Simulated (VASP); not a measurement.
# Li (I4/mmm) in VASP: a series of runs

The runs below take Li through single point, with r2SCAN.

Program: VASP 6.6.1. These are calculated values, not measurements. Logs are shortened: lines on timing, memory, paths and dates and some standing lists are left out, and cuts for length are marked.

## (1) The cell of the first run

The structure is tetragonal, space group I4/mmm (No. 139). Conventional cell: a = 3.161 Å, b = 3.161 Å, c = 4.338 Å, α = 90.00°, β = 90.00°, γ = 90.00°. Li (site symmetry 4/mmm) has 12 Li at 3.11 to 3.16 Å within 4.1 Å.

## (2) Single point, r2SCAN (strain +0.015 along x and y, -0.015 along z)

File POSCAR:

```
Li
1.0
    0.0000000000      2.2350300000      2.1689700000
    2.2350300000      0.0000000000      2.1689700000
    2.2350300000      2.2350300000      0.0000000000
Li
1
Direct
    0.0000000000      0.0000000000      0.0000000000
```

File INCAR.step1:

```
PREC = Accurate
ENCUT = 830
ISMEAR = 0
SIGMA = 0.15
LREAL = F
LASPH = T
NELM = 120
NBANDS = 8
GGA = PE
ALGO = Normal
EDIFF = 1E-5
LWAVE = T
LCHARG = F
GGA_COMPAT = F
```

File INCAR.step2:

```
PREC = Accurate
ENCUT = 830
EDIFF = 1E-6
ISMEAR = 0
SIGMA = 0.15
LREAL = F
LASPH = T
NELM = 120
ALGO = Normal
ISIF = 2
LWAVE = F
LCHARG = F
METAGGA = R2SCAN
LMIXTAU = T
NBANDS = 8
ISTART = 1
GGA_COMPAT = F
```

File KPOINTS:

```
Automatic mesh
0
Gamma
  18 18 18
```

Potentials or basis: VASP PAW PBE potentials, release 64 (Li_sv).

Run with:

```bash
$ cat potpaw_PBE.64/Li_sv/POTCAR > POTCAR
$ cp INCAR.step1 INCAR
$ mpirun -np 1 vasp_std > vasp.out
$ cp INCAR.step2 INCAR
$ mpirun -np 1 vasp_std > vasp.out
```

OUTCAR:

```text
PREC = Accurate
   ENCUT = 830
   EDIFF = 1E-6
   ISMEAR = 0
   LREAL = F
   LASPH = T
   NELM = 120
   ISIF = 2
   METAGGA = R2SCAN
   ISTART = 1

 ion  position               nearest neighbor table
   1  0.000  0.000  0.000-

  LATTYP: Found a body centered tetragonal cell.
 ALAT       =     3.1608097383
 C/A-ratio  =     1.3724141467

  Lattice vectors:

 A1 = (   0.0000000000,  -2.2350300000,  -2.1689700000)
 A2 = (   0.0000000000,   2.2350300000,  -2.1689700000)
 A3 = (   2.2350300000,   0.0000000000,   2.1689700000)

Analysis of symmetry for initial positions (statically):
=====================================================================
 Subroutine PRICEL returns:
 Original cell was already a primitive cell.

 Routine SETGRP: Setting up the symmetry group for a
 body centered tetragonal supercell.

 Subroutine GETGRP returns: Found 16 space group operations
 (whereof 16 operations were pure point group operations)
 out of a pool of 16 trial point group operations.

The static configuration has the point symmetry D_4h.

Analysis of symmetry for dynamics (positions and initial velocities):
=====================================================================
 Subroutine PRICEL returns:
 Original cell was already a primitive cell.

 Routine SETGRP: Setting up the symmetry group for a
 body centered tetragonal supercell.

 Subroutine GETGRP returns: Found 16 space group operations
 (whereof 16 operations were pure point group operations)
 out of a pool of 16 trial point group operations.

The dynamic configuration has the point symmetry D_4h.

 Subroutine INISYM returns: Found 16 space group operations
 (whereof 16 operations are pure point group operations),
 and found     1 'primitive' translations

----------------------------------------------------------------------------------------

                                     Primitive cell

  volume of cell :      21.6696

  direct lattice vectors                    reciprocal lattice vectors
     0.000000000  2.235030000  2.168970000    -0.223710644  0.223710644  0.230524166
     2.235030000  0.000000000  2.168970000     0.223710644 -0.223710644  0.230524166
     2.235030000  2.235030000  0.000000000     0.223710644  0.223710644 -0.230524166

  length of vectors
     3.114448581  3.114448581  3.160809738     0.391451524  0.391451524  0.391451524

  position of ions in fractional coordinates (direct lattice)
     0.000000000  0.000000000  0.000000000

  ion indices of the primitive-cell ions
   primitive index   ion index
                 1           1

----------------------------------------------------------------------------------------

 KPOINTS: Automatic mesh

Automatic generation of k-mesh.
 Grid dimensions read from file:
 generate k-points for:   18   18   18

 Generating k-lattice:

  Cartesian coordinates                     Fractional coordinates (reciprocal lattice)
    -0.012428369  0.012428369  0.012806898     0.055555556 -0.000000000  0.000000000
     0.012428369 -0.012428369  0.012806898    -0.000000000  0.055555556  0.000000000
     0.012428369  0.012428369 -0.012806898     0.000000000  0.000000000  0.055555556

  Length of vectors
     0.021747307  0.021747307  0.021747307

  Shift w.r.t. Gamma in fractional coordinates (k-lattice)
     0.000000000  0.000000000  0.000000000

 Subroutine IBZKPT returns following result:
 ===========================================

 Found    480 irreducible k-points:

 Following reciprocal coordinates:
            Coordinates               Weight
  0.000000  0.000000  0.000000      1.000000
  0.055556 -0.000000  0.000000      8.000000
  0.111111 -0.000000  0.000000      8.000000
  0.166667  0.000000  0.000000      8.000000
  0.222222 -0.000000  0.000000      8.000000
  0.277778  0.000000  0.000000      8.000000
[... 16 lines left out ...]
 -0.277778  0.055556  0.000000      8.000000
 -0.222222  0.055556  0.000000      8.000000
 [... further k-points ...]
   k-points           NKPTS =    480   k-points in BZ     NKDIM =    480   number of bands    NBANDS=      8
   number of dos      NEDOS =    301   number of ions     NIONS =      1
   total plane-waves  NPLWV =  27000
   dimension x,y,z NGX =    30 NGY =   30 NGZ =   30
   dimension x,y,z NGXF=    60 NGYF=   60 NGZF=   60
   ions per type =               1
   NGX,Y,Z   is equivalent  to a cutoff of  16.01, 16.01, 15.78 a.u.
   NGXF,Y,Z  is equivalent  to a cutoff of  32.03, 32.03, 31.56 a.u.
 SYSTEM =  unknown system
   PREC   = accura    normal or accurate (medium, high low for compatibility)
   ISTART =      1    job   : 0-new  1-cont  2-samecut
   ICHARG =      0    charge: 1-file 2-atom 10-const
   ISPIN  =      1    spin polarized calculation?
   LNONCOLLINEAR =      F non collinear calculations
   LSORBIT =      F    spin-orbit coupling
   LASPH  =      T    aspherical Exc in radial PAW
   ENCUT  =  830.0 eV  61.00 Ry    7.81 a.u.   7.32  7.32  7.42*2*pi/ulx,y,z
   NELM   =    120;   NELMIN=  2; NELMDL=  0     # of ELM steps
   EDIFF  = 0.1E-05   stopping-criterion for ELM
   LREAL  =      F    real-space projection
   EDIFFG = 0.1E-04   stopping-criterion for IOM
   NSW    =      0    number of steps for IOM
   IBRION =     -1    ionic relax: 0-MD 1-quasi-New 2-CG
   NFREE  =      0    steps in history (QN), initial steepest desc. (CG)
   ISIF   =      2    stress and relaxation
   ISYM   =      2    0-nonsym 1-usesym 2-fastsym
   POTIM  = 0.5000    time-step for ionic-motion
   TEBEG  =    0.0;   TEEND  =   0.0 temperature during run
   PSTRESS=    0.0 pullay stress
   NELECT =       3.0000    total number of electrons
   NUPDOWN=      -1.0000    fix difference up-down
   EMIN   =  10.00;   EMAX   =-10.00  energy-range for DOS
   EFERMI =   0.00;   METHOD = LEGACY
   ISMEAR =     0;   SIGMA  =   0.15  broadening in eV -4-tet -1-fermi 0-gaus
   EFERMI_NEDOS =   21; number of points for ismear=-14 and -15
   IALGO  =     38    algorithm
   IMIX   =      4    mixing-type and parameters
     AMIX     =   0.40;   BMIX     =  1.00
     AMIX_MAG =   1.60;   BMIX_MAG =  1.00
  volume/ion in A,a.u.               =      21.67       146.23
  Fermi-wavevector in a.u.,A,eV,Ry     =   0.846899  1.600408  9.758624  0.717239
  Thomas-Fermi vector in A             =   1.962320
   LORBIT       =      0    0 simple, 1 ext, 2 COOP (PROOUT), +10 PAW based schemes
   METAGGA = R2SCAN    functional components
   LHFCALC =     F    Hartree Fock is set to
   AEXX    =    0.0000 exact exchange contribution
   IVDW    =     0    specifies the selected vdW correction
   LEPSILON=     F    determine dielectric tensor
   LRPA    =     F    only Hartree local field effects (RPA)
 non-spin polarized calculation
 Gauss-broadening in eV      SIGMA  =   0.15
  energy-cutoff  :      830.00
  volume of cell :       21.67
 maximum number of plane-waves:      1219
 NGX is ok and might be reduce to    30
   NGX = 15   NGY = 15   NGZ = 15

 number of electron       2.9999998 magnetization

 Free energy of the ion-electron system (eV)
  ---------------------------------------------------
  ext. energy  EPLUGINS =         0.00000000
  ---------------------------------------------------
  free energy    TOTEN  =        -2.38819062 eV

  energy without entropy =       -2.38364574  energy(sigma->0) =       -2.38591818

 E-fermi :   0.4770     XC(G=0):  -7.2737

 val. band max:        0.4743059838   @ k =   0.5000   0.1111   0.3333
 cond. band min:       0.4793657315   @ k =   0.5000   0.0000   0.0000
 fundamental gap:      0.0050597477
 Fermi energy:         0.4770281632

 k-point     1 :       0.0000    0.0000    0.0000
  band No.  band energies     occupation
      1     -47.7806      2.00000
      2      -3.2901      2.00000
      3      15.7273      0.00000
      4      15.7749      0.00000
      5      15.7749      0.00000
      6      19.0079      0.00000
      7      19.0079      0.00000
      8      19.1265      0.00000

 k-point     2 :       0.0556   -0.0000    0.0000
  band No.  band energies     occupation
      1     -47.7802      2.00000
      2      -3.2316      2.00000
      3      14.9842      0.00000
      4      15.5893      0.00000
      5      15.5982      0.00000
      6      18.5847      0.00000
      7      19.2922      0.00000
      8      19.3445      0.00000

 k-point     3 :       0.1111   -0.0000    0.0000
  band No.  band energies     occupation
      1     -47.7789      2.00000
      2      -3.0561      2.00000
      3      13.3108      0.00000
      4      15.1796      0.00000
      5      15.2667      0.00000
      6      18.5148      0.00000
      7      19.9216      0.00000
      8      19.9721      0.00000

 k-point     4 :       0.1667    0.0000    0.0000
  band No.  band energies     occupation
      1     -47.7770      2.00000
      2      -2.7641      2.00000
      3      11.4504      0.00000
      4      14.7375      0.00000
      5      14.9071      0.00000
      6      18.7057      0.00000
      7      20.2381      0.00000
      8      20.5059      0.00000

 k-point     5 :       0.2222   -0.0000    0.0000
  band No.  band energies     occupation
      1     -47.7746      2.00000
      2      -2.3566      2.00000
      3       9.6304      0.00000
      4      14.3508      0.00000
      5      14.5990      0.00000
      6      18.9315      0.00000
      7      19.6643      0.00000
      8      20.1726      0.00000

 k-point     6 :       0.2778    0.0000    0.0000
  band No.  band energies     occupation
      1     -47.7720      2.00000
      2      -1.8370      2.00000
      3       7.9216      0.00000
      4      14.0495      0.00000
      5      14.3711      0.00000
      6      18.8399      0.00000
      7      18.9393      0.00000
      8      19.5105      0.00000

 k-point     7 :       0.3333    0.0000    0.0000
  band No.  band energies     occupation
      1     -47.7696      2.00000
      2      -1.2157      2.00000
      3       6.3603      0.00000
      4      13.8386      0.00000
      5      14.2267      0.00000
      6      18.1003      0.00000
      7      18.5903      0.00000
      8      18.9558      0.00000

 k-point     8 :       0.3889    0.0000    0.0000
  band No.  band energies     occupation
      1     -47.7677      2.00000
      2      -0.5220      2.00000
      3       4.9889      0.00000
      4      13.7092      0.00000
      5      14.1533      0.00000
      6      17.5304      0.00000
      7      18.1286      0.00000
      8      18.5697      0.00000

 k-point     9 :       0.4444   -0.0000    0.0000
  band No.  band energies     occupation
      1     -47.7664      2.00000
      2       0.1467      1.99816
      3       3.9112      0.00000
      4      13.6441      0.00000
      5      14.1272      0.00000
      6      17.1705      0.00000
      7      17.7928      0.00000
      8      18.3336      0.00000

 k-point    10 :       0.5000    0.0000    0.0000
  band No.  band energies     occupation
      1     -47.7660      2.00000
      2       0.4794      0.98242
      3       3.4418      0.00000
      4      13.6251      0.00000
      5      14.1225      0.00000
      6      17.0471      0.00000
      7      17.6726      0.00000
      8      18.2537      0.00000
[... 78 lines left out ...]
 k-point    18 :       0.4444    0.0556    0.0000
  band No.  band energies     occupation
      1     -47.7665      2.00000
      2       0.0187      1.99998
      3       4.2278      0.00000
      4      13.0688      0.00000
      5      14.1617      0.00000
      6      16.4048      0.00000
      7      17.9820      0.00000
      8      19.9502      0.00000

 k-point    19 :       0.5000    0.0556    0.0000
  band No.  band energies     occupation
      1     -47.7658      2.00000
      2       0.5112      0.74765
      3       3.5151      0.00000
      4      13.2291      0.00000
      5      13.8827      0.00000
      6      16.3299      0.00000
      7      17.5903      0.00000
      8      19.9303      0.00000

 k-point    20 :      -0.4444    0.0556    0.0000
  band No.  band energies     occupation
      1     -47.7660      2.00000
      2       0.3732      1.67235
      3       3.7054      0.00000
      4      13.4784      0.00000
      5      13.6248      0.00000
      6      16.4805      0.00000
      7      17.3940      0.00000
      8      20.0564      0.00000

 k-point    21 :      -0.3889    0.0556    0.0000
  band No.  band energies     occupation
      1     -47.7670      2.00000
      2      -0.2459      2.00000
      3       4.6488      0.00000
      4      13.4344      0.00000
      5      13.7935      0.00000
      6      16.8159      0.00000
      7      17.4153      0.00000
      8      20.2703      0.00000

 k-point    22 :      -0.3333    0.0556    0.0000
  band No.  band energies     occupation
      1     -47.7688      2.00000
      2      -0.9514      2.00000
      3       5.9476      0.00000
      4      13.3413      0.00000
      5      14.1502      0.00000
      6      17.3050      0.00000
      7      17.6726      0.00000
      8      20.3952      0.00000

 k-point    23 :      -0.2778    0.0556    0.0000
  band No.  band energies     occupation
      1     -47.7710      2.00000
      2      -1.6015      2.00000
      3       7.4535      0.00000
      4      13.3609      0.00000
      5      14.5318      0.00000
      6      17.9141      0.00000
      7      18.1670      0.00000
      8      20.2016      0.00000

 k-point    24 :      -0.2222    0.0556    0.0000
  band No.  band energies     occupation
      1     -47.7735      2.00000
      2      -2.1548      2.00000
      3       9.1135      0.00000
      4      13.4988      0.00000
      5      14.9310      0.00000
      6      18.5273      0.00000
      7      18.8612      0.00000
      8      19.9127      0.00000

 [... further k-points ...]
[... 5 lines left out ...]
  --------------------------------------------------------------------------------------
  -------------------------------------------------------------------------------------
  Total       -0.0827988     -0.0827988     -0.0721099      0.0000000      0.0000000      0.0000000
  in kB       -6.1218710     -6.1218710     -5.3315744      0.0000000      0.0000000      0.0000000
  external PRESSURE =      -5.8584388 kB  Pullay stress =       0.0000000 kB

 VOLUME and BASIS-vectors are now :
 -----------------------------------------------------------------------------
  energy-cutoff  :      830.00
  volume of cell :       21.67
      direct lattice vectors                 reciprocal lattice vectors
     0.000000000  2.235030000  2.168970000    -0.223710644  0.223710644  0.230524166
     2.235030000  0.000000000  2.168970000     0.223710644 -0.223710644  0.230524166
     2.235030000  2.235030000  0.000000000     0.223710644  0.223710644 -0.230524166

 POSITION                                       TOTAL-FORCE (eV/Angst)
 -----------------------------------------------------------------------------------
      0.00000      0.00000      0.00000         0.000000      0.000000     -0.000000
 -----------------------------------------------------------------------------------
    total drift:                               -0.000000     -0.000000      0.000000

  FREE ENERGIE OF THE ION-ELECTRON SYSTEM (eV)
  ---------------------------------------------------
  free  energy   TOTEN  =        -2.3881906174 eV

  energy  without entropy=       -2.3836457394  energy(sigma->0) =       -2.38591818
```

Wall time 10 min (1 thread of Intel Xeon Platinum 8488C (Sapphire Rapids), shared host); peak memory 0.26 GiB.

Results:

```yaml
Free_energy: -2.3882 eV
Pressure: -0.6 GPa
Band_gap_on_the_k_mesh: zero (an odd number of electrons rules out a gap without spin polarisation)
```

Stress tensor (GPa, compression positive):
```
-0.61  0.00  0.00
 0.00 -0.61  0.00
 0.00  0.00 -0.53
```

Levels at points of the mesh, in eV from the Fermi level:
| k point | band 1 | band 2 | band 3 | band 4 | band 5 | band 6 | band 7 |
| --- | --- | --- | --- | --- | --- | --- | --- |
| (0.00, 0.00, 0.00) | -48.26 | -3.77 | 15.25 | 15.30 | 15.30 | 18.53 | 18.53 |
| (0.50, 0.00, 0.00) | -48.24 | 0.00 | 2.96 | 13.15 | 13.65 | 16.57 | 17.20 |
| (0.50, 0.50, 0.00) | -48.24 | 1.89 | 5.06 | 8.59 | 8.59 | 10.51 | 15.77 |
| (0.50, 0.00, 0.50) | -48.24 | 1.48 | 4.66 | 8.98 | 9.12 | 10.95 | 16.12 |

Caveat: the cell differs from its parent crystal (strain +0.015 along x and y, -0.015 along z); the PAW data sets were made with another functional, which shifts forces and pressure a little.

(Part 1 of 2 ends here.)

The gap in the log of VASP goes by the Fermi energy; the results here count the filled bands.